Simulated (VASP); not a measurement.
# C (R-3m) in VASP: a series of runs, part 2 of 2

VASP 6.6.1. Earlier steps stand in the parts before.

**4. Single point, PBEsol**

This run uses another cell than the first one, of 9.44 Å³/atom.

Contents of INCAR:

```
PREC = Accurate
ENCUT = 520
EDIFF = 1E-6
ISMEAR = 0
SIGMA = 0.02
LREAL = False
LASPH = True
NELM = 60
ALGO = Normal
ISIF = 2
LWAVE = False
LCHARG = False
GGA = PS
NBANDS = 11
```

Contents of KPOINTS:

```
regular mesh
0
Gamma
  18 18 18
```

Contents of POSCAR:

```
C
1.0
    1.2294543024      0.7098257725      3.6069700762
   -1.2294543024      0.7098257725      3.6069700762
    0.0000000000     -1.4196515449      3.6069700762
C
2
Direct
    0.8333585452      0.8333585452      0.8333585452
    0.1666414548      0.1666414548      0.1666414548
```

Potentials or basis: VASP PAW PBE potentials, release 64 (C).

Launch:

```
> cat potpaw_PBE.64/C/POTCAR > POTCAR
> mpirun -np 1 vasp_std > vasp.out
```

OUTCAR:

```text
PREC = Accurate
   ENCUT = 520
   EDIFF = 1E-6
   ISMEAR = 0
   LREAL = False
   LASPH = True
   NELM = 60
   ISIF = 2
   GGA = PS

 ion  position               nearest neighbor table
   1  0.833  0.833  0.833-   2 1.42   2 1.42   2 1.42
   2  0.167  0.167  0.167-   1 1.42   1 1.42   1 1.42

  LATTYP: Found a trigonal (rhomboedric) cell.
 ALAT       =     3.8762925121
 COS(alpha) =     0.7988029108

  Lattice vectors:

 A1 = (   1.2294543024,   0.7098257725,   3.6069700762)
 A2 = (  -1.2294543024,   0.7098257725,   3.6069700762)
 A3 = (   0.0000000000,  -1.4196515449,   3.6069700762)

Analysis of symmetry for initial positions (statically):
=====================================================================
 Subroutine PRICEL returns:
 Original cell was already a primitive cell.

 Routine SETGRP: Setting up the symmetry group for a
 trigonal (rhombohedral) supercell.

 Subroutine GETGRP returns: Found 12 space group operations
 (whereof 12 operations were pure point group operations)
 out of a pool of 12 trial point group operations.

The static configuration has the point symmetry D_3d.

Analysis of symmetry for dynamics (positions and initial velocities):
=====================================================================
 Subroutine PRICEL returns:
 Original cell was already a primitive cell.

 Routine SETGRP: Setting up the symmetry group for a
 trigonal (rhombohedral) supercell.

 Subroutine GETGRP returns: Found 12 space group operations
 (whereof 12 operations were pure point group operations)
 out of a pool of 12 trial point group operations.

The dynamic configuration has the point symmetry D_3d.

 Subroutine INISYM returns: Found 12 space group operations
 (whereof 12 operations are pure point group operations),
 and found     1 'primitive' translations

----------------------------------------------------------------------------------------

                                     Primitive cell

  volume of cell :      18.8868

  direct lattice vectors                    reciprocal lattice vectors
     1.229454302  0.709825773  3.606970076     0.406684493  0.234799402  0.092413668
    -1.229454302  0.709825773  3.606970076    -0.406684493  0.234799402  0.092413668
     0.000000000 -1.419651545  3.606970076     0.000000000 -0.469598803  0.092413668

  length of vectors
     3.876292512  3.876292512  3.876292512     0.478605602  0.478605602  0.478605602

  position of ions in fractional coordinates (direct lattice)
     0.833358545  0.833358545  0.833358545
     0.166641455  0.166641455  0.166641455

  ion indices of the primitive-cell ions
   primitive index   ion index
                 1           1
                 2           2

----------------------------------------------------------------------------------------

 KPOINTS: regular mesh

Automatic generation of k-mesh.
 Grid dimensions read from file:
 generate k-points for:   18   18   18

 Generating k-lattice:

  Cartesian coordinates                     Fractional coordinates (reciprocal lattice)
[... 21 lines left out ...]
  0.222222 -0.000000  0.000000      6.000000
  0.277778 -0.000000  0.000000      6.000000
[... 16 lines left out ...]
 -0.277778  0.055556 -0.000000     12.000000
 -0.222222  0.055556 -0.000000     12.000000
 [... further k-points ...]
   k-points           NKPTS =    580   k-points in BZ     NKDIM =    580   number of bands    NBANDS=     11
   number of dos      NEDOS =    301   number of ions     NIONS =      2
   total plane-waves  NPLWV =  27000
   dimension x,y,z NGX =    30 NGY =   30 NGZ =   30
   dimension x,y,z NGXF=    60 NGYF=   60 NGZF=   60
   ions per type =               2
   NGX,Y,Z   is equivalent  to a cutoff of  12.87, 12.87, 12.87 a.u.
   NGXF,Y,Z  is equivalent  to a cutoff of  25.73, 25.73, 25.73 a.u.
 SYSTEM =  unknown system
   PREC   = accura    normal or accurate (medium, high low for compatibility)
   ISTART =      0    job   : 0-new  1-cont  2-samecut
   ICHARG =      2    charge: 1-file 2-atom 10-const
   ISPIN  =      1    spin polarized calculation?
   LNONCOLLINEAR =      F non collinear calculations
   LSORBIT =      F    spin-orbit coupling
   LASPH  =      T    aspherical Exc in radial PAW
   ENCUT  =  520.0 eV  38.22 Ry    6.18 a.u.   7.21  7.21  7.21*2*pi/ulx,y,z
   NELM   =     60;   NELMIN=  2; NELMDL= -5     # of ELM steps
   EDIFF  = 0.1E-05   stopping-criterion for ELM
   LREAL  =      F    real-space projection
   EDIFFG = 0.1E-04   stopping-criterion for IOM
   NSW    =      0    number of steps for IOM
   IBRION =     -1    ionic relax: 0-MD 1-quasi-New 2-CG
   NFREE  =      0    steps in history (QN), initial steepest desc. (CG)
   ISIF   =      2    stress and relaxation
   ISYM   =      2    0-nonsym 1-usesym 2-fastsym
   POTIM  = 0.5000    time-step for ionic-motion
   TEBEG  =    0.0;   TEEND  =   0.0 temperature during run
   PSTRESS=    0.0 pullay stress
   NELECT =       8.0000    total number of electrons
   NUPDOWN=      -1.0000    fix difference up-down
   EMIN   =  10.00;   EMAX   =-10.00  energy-range for DOS
   EFERMI =   0.00;   METHOD = LEGACY
   ISMEAR =     0;   SIGMA  =   0.02  broadening in eV -4-tet -1-fermi 0-gaus
   EFERMI_NEDOS =   21; number of points for ismear=-14 and -15
   IALGO  =     38    algorithm
   IMIX   =      4    mixing-type and parameters
     AMIX     =   0.40;   BMIX     =  1.00
     AMIX_MAG =   1.60;   BMIX_MAG =  1.00
  volume/ion in A,a.u.               =       9.44        63.73
  Fermi-wavevector in a.u.,A,eV,Ry     =   1.229473  2.323366 20.566605  1.511603
  Thomas-Fermi vector in A             =   2.364358
   LORBIT       =      0    0 simple, 1 ext, 2 COOP (PROOUT), +10 PAW based schemes
   GGA     = PS    functional components
   LHFCALC =     F    Hartree Fock is set to
   AEXX    =    0.0000 exact exchange contribution
   IVDW    =     0    specifies the selected vdW correction
   LEPSILON=     F    determine dielectric tensor
   LRPA    =     F    only Hartree local field effects (RPA)
 non-spin polarized calculation
 Gauss-broadening in eV      SIGMA  =   0.02
  energy-cutoff  :      520.00
  volume of cell :       18.89
 maximum number of plane-waves:       529
 NGX is ok and might be reduce to    30
   NGX = 15   NGY = 15   NGZ = 15

 number of electron       8.0000000 magnetization

 Free energy of the ion-electron system (eV)
  ---------------------------------------------------
  ext. energy  EPLUGINS =         0.00000000
  ---------------------------------------------------
  free energy    TOTEN  =       -19.29022882 eV

  energy without entropy =      -19.29022882  energy(sigma->0) =      -19.29022882

 E-fermi :   3.9992     XC(G=0): -10.0499

 val. band max:        3.8197461643   @ k =  -0.3333   0.3333   0.0000
 cond. band min:       4.2516315323   @ k =  -0.3333   0.3333   0.0000
 fundamental gap:      0.4318853680
 Fermi energy:         3.9992025613

 k-point     1 :       0.0000    0.0000    0.0000
  band No.  band energies     occupation
      1     -15.5880      2.00000
      2      -2.9455      2.00000
      3       1.0527      2.00000
      4       1.0527      2.00000
      5       7.5732      0.00000
      6      12.4044      0.00000
      7      12.4044      0.00000
      8      15.5439      0.00000
      9      16.9073      0.00000
     10      26.4775      0.00000
     11      26.9352      0.00000
[... 309 lines left out ...]
 k-point    24 :      -0.2222    0.0556   -0.0000
  band No.  band energies     occupation
      1     -14.0466      2.00000
      2      -3.3576      2.00000
      3      -1.2381      2.00000
      4      -1.2052      2.00000
      5       9.6149      0.00000
      6      11.1902      0.00000
      7      12.5334      0.00000
      8      17.0538      0.00000
      9      19.8864      0.00000
     10      22.3859      0.00000
     11      26.9295      0.00000

 [... further k-points ...]

------------------------ aborting loop because EDIFF is reached ----------------------------------------

  FORCE on cell =-STRESS in cart. coord.  units (eV):
  Direction    XX          YY          ZZ          XY          YZ          ZX
  --------------------------------------------------------------------------------------
  -------------------------------------------------------------------------------------
  Total        0.1138550      0.1138550     -0.0092112      0.0000000     -0.0000000      0.0000000
  in kB        9.6583930      9.6583930     -0.7813935      0.0000000     -0.0000000      0.0000000
  external PRESSURE =       6.1784642 kB  Pullay stress =       0.0000000 kB

 VOLUME and BASIS-vectors are now :
 -----------------------------------------------------------------------------
  energy-cutoff  :      520.00
  volume of cell :       18.89
      direct lattice vectors                 reciprocal lattice vectors
     1.229454302  0.709825773  3.606970076     0.406684493  0.234799402  0.092413668
    -1.229454302  0.709825773  3.606970076    -0.406684493  0.234799402  0.092413668
     0.000000000 -1.419651545  3.606970076     0.000000000 -0.469598803  0.092413668

 POSITION                                       TOTAL-FORCE (eV/Angst)
 -----------------------------------------------------------------------------------
      0.00000      0.00000      9.01770         0.000000      0.000000      0.000233
      0.00000      0.00000      1.80321         0.000000     -0.000000     -0.000233
 -----------------------------------------------------------------------------------
    total drift:                                0.000000     -0.000000     -0.000000

  FREE ENERGIE OF THE ION-ELECTRON SYSTEM (eV)
  ---------------------------------------------------
  free  energy   TOTEN  =       -19.2902288225 eV

  energy  without entropy=      -19.2902288225  energy(sigma->0) =      -19.29022882
```

OSZICAR:

```text
N       E                     dE             d eps       ncg     rms          rms(c)
DAV:   1     0.673384805265E+01    0.67338E+01   -0.45060E+03 13011   0.656E+02
DAV:   2    -0.198473023898E+02   -0.26581E+02   -0.25175E+02 16956   0.132E+02
DAV:   3    -0.205054481658E+02   -0.65815E+00   -0.65678E+00 16077   0.178E+01
DAV:   4    -0.205080571578E+02   -0.26090E-02   -0.26088E-02 15090   0.137E+00
DAV:   5    -0.205080683444E+02   -0.11187E-04   -0.11186E-04 16331   0.827E-02    0.642E+00
DAV:   6    -0.195849030289E+02    0.92317E+00   -0.76460E-01 14905   0.506E+00    0.370E+00
DAV:   7    -0.192872266588E+02    0.29768E+00   -0.87484E-01 15297   0.547E+00    0.975E-01
DAV:   8    -0.192905252423E+02   -0.32986E-02   -0.24807E-02 14273   0.983E-01    0.144E-01
DAV:   9    -0.192901540306E+02    0.37121E-03   -0.71314E-04 15530   0.165E-01    0.701E-02
DAV:  10    -0.192902262739E+02   -0.72243E-04   -0.22044E-04 14639   0.955E-02    0.316E-02
DAV:  11    -0.192902281404E+02   -0.18665E-05   -0.90697E-06 15518   0.175E-02    0.841E-03
DAV:  12    -0.192902288225E+02   -0.68211E-06   -0.83052E-07 14478   0.565E-03
   1 F= -.19290229E+02 E0= -.19290229E+02  d E =-.181541E-39
```

Run time: 2 min. Hardware: 1 thread of Intel Xeon 6975P-C (Granite Rapids), shared host; peak memory 0.23 GiB.

What came out:

* Free energy: -19.2902 eV
* Pressure: 0.6 GPa

Caveat: this functional lacks dispersion, which binds the layers, so the pressure and a relaxed spacing across them are unreliable; the PAW data sets were made with another functional, which shifts forces and pressure a little.

**5. Single point, PBEsol**

This run uses another cell than the first one, of 9.46 Å³/atom.

Contents of INCAR:

```
ALGO = Normal ; EDIFF = 1E-6
ENCUT = 520 ; GGA = PS
ISIF = 2 ; ISMEAR = 0
LASPH = T ; LCHARG = T
LELF = T ; LREAL = F
LVHAR = T ; LWAVE = F
NBANDS = 11 ; NELM = 100
PREC = Accurate ; SIGMA = 0.01
```

Contents of KPOINTS:

```
k-points
0
Gamma
  18 18 18
```

Contents of POSCAR:

```
C
1.0
    1.2294456671      0.7098207869      3.6140286025
   -1.2294456671      0.7098207869      3.6140286025
    0.0000000000     -1.4196415737      3.6140286026
C
2
Direct
    0.8333592492      0.8333592492      0.8333592492
    0.1666407508      0.1666407508      0.1666407508
```

Potentials or basis: VASP PAW PBE potentials, release 64 (C).

Launch:

```
> cat potpaw_PBE.64/C/POTCAR > POTCAR
> mpirun -np 1 vasp_std > vasp.out
```

OUTCAR:

```text
EDIFF = 1E-6
   ENCUT = 520
   GGA = PS
   ISIF = 2
   ISMEAR = 0
   LASPH = T
   LREAL = F
   NELM = 100
   PREC = Accurate

 ion  position               nearest neighbor table
   1  0.833  0.833  0.833-   2 1.42   2 1.42   2 1.42
   2  0.167  0.167  0.167-   1 1.42   1 1.42   1 1.42

  LATTYP: Found a trigonal (rhomboedric) cell.
 ALAT       =     3.8828578312
 COS(alpha) =     0.7994855394

  Lattice vectors:

 A1 = (   1.2294456671,   0.7098207869,   3.6140286025)
 A2 = (  -1.2294456671,   0.7098207869,   3.6140286025)
 A3 = (   0.0000000000,  -1.4196415737,   3.6140286026)

Analysis of symmetry for initial positions (statically):
=====================================================================
 Subroutine PRICEL returns:
 Original cell was already a primitive cell.

 Routine SETGRP: Setting up the symmetry group for a
 trigonal (rhombohedral) supercell.

 Subroutine GETGRP returns: Found 12 space group operations
 (whereof 12 operations were pure point group operations)
 out of a pool of 12 trial point group operations.

The static configuration has the point symmetry D_3d.
[... 171 lines left out ...]
      1     -15.6028      2.00000
      2      -2.9697      2.00000
      3       1.0365      2.00000
      4       1.0365      2.00000
      5       7.5472      0.00000
      6      12.3882      0.00000
      7      12.3882      0.00000
      8      15.5292      0.00000
      9      16.8908      0.00000
     10      26.4601      0.00000
     11      26.8444      0.00000
[... 309 lines left out ...]
 k-point    24 :      -0.2222    0.0556   -0.0000
  band No.  band energies     occupation
      1     -14.0617      2.00000
      2      -3.3738      2.00000
      3      -1.2611      2.00000
      4      -1.2216      2.00000
      5       9.5894      0.00000
      6      11.1757      0.00000
      7      12.5162      0.00000
      8      17.0377      0.00000
      9      19.8707      0.00000
     10      22.3610      0.00000
     11      26.9154      0.00000

 [... further k-points ...]

------------------------ aborting loop because EDIFF is reached ----------------------------------------

  FORCE on cell =-STRESS in cart. coord.  units (eV):
  Direction    XX          YY          ZZ          XY          YZ          ZX
  --------------------------------------------------------------------------------------
  -------------------------------------------------------------------------------------
  Total        0.1150501      0.1150501     -0.0113326      0.0000000     -0.0000000     -0.0000000
  in kB        9.7408481      9.7408481     -0.9594885      0.0000000     -0.0000000     -0.0000000
  external PRESSURE =       6.1740692 kB  Pullay stress =       0.0000000 kB

 VOLUME and BASIS-vectors are now :
 -----------------------------------------------------------------------------
  energy-cutoff  :      520.00
  volume of cell :       18.92
      direct lattice vectors                 reciprocal lattice vectors
     1.229445667  0.709820787  3.614028602     0.406687350  0.234801051  0.092233175
    -1.229445667  0.709820787  3.614028602    -0.406687350  0.234801051  0.092233175
     0.000000000 -1.419641574  3.614028603     0.000000000 -0.469602102  0.092233175

 POSITION                                       TOTAL-FORCE (eV/Angst)
 -----------------------------------------------------------------------------------
      0.00000      0.00000      9.03535         0.000000     -0.000000     -0.000211
      0.00000      0.00000      1.80673         0.000000      0.000000      0.000211
 -----------------------------------------------------------------------------------
    total drift:                                0.000000     -0.000000     -0.000000

  FREE ENERGIE OF THE ION-ELECTRON SYSTEM (eV)
  ---------------------------------------------------
  free  energy   TOTEN  =       -19.2902335376 eV

  energy  without entropy=      -19.2902335376  energy(sigma->0) =      -19.29023354
```

Wall time 2 min (1 thread of Intel Xeon 6975P-C (Granite Rapids), shared host); peak memory 0.23 GiB.

Results:

```yaml
Free_energy: -19.2902 eV
Pressure: 0.6 GPa
```

Stress tensor (GPa, compression positive):
```
 0.97  0.00  0.00
 0.00  0.97  0.00
 0.00  0.00 -0.10
```

Caveat: this functional lacks dispersion, which binds the layers, so the pressure and a relaxed spacing across them are unreliable; the PAW data sets were made with another functional, which shifts forces and pressure a little.

**6. Overview**

```csv
task,cell,k mesh,cutoff (eV),smearing,pressure (GPa)
single point,"a = 3.715 Å, angles 38.7°, 2 atoms, atomic positions A",9 × 9 × 9,520,gaussian 0.1 eV,0.8
relaxation of cell and atoms,"relaxed from a = 3.635 Å, angles 39.5°, 2 atoms, atomic positions B",9 × 9 × 9,600,gaussian 0.1 eV,0.3
single point,"a = 3.876 Å, angles 37.0°, 2 atoms, atomic positions A",18 × 18 × 18,520,gaussian 0.02 eV,0.6
single point,"a = 3.883 Å, angles 36.9°, 2 atoms, atomic positions A",18 × 18 × 18,520,gaussian 0.01 eV,0.6
```

Alike in all rows: level PBEsol; potentials or basis VASP PAW PBE potentials, release 64 (C); no spin polarisation.

Caveats: this functional lacks dispersion, which binds the layers, so the pressure and a relaxed spacing across them are unreliable; the PAW data sets were made with another functional, which shifts forces and pressure a little.

Total energies depend on the potentials used, so only differences within one code and one set of settings carry meaning.
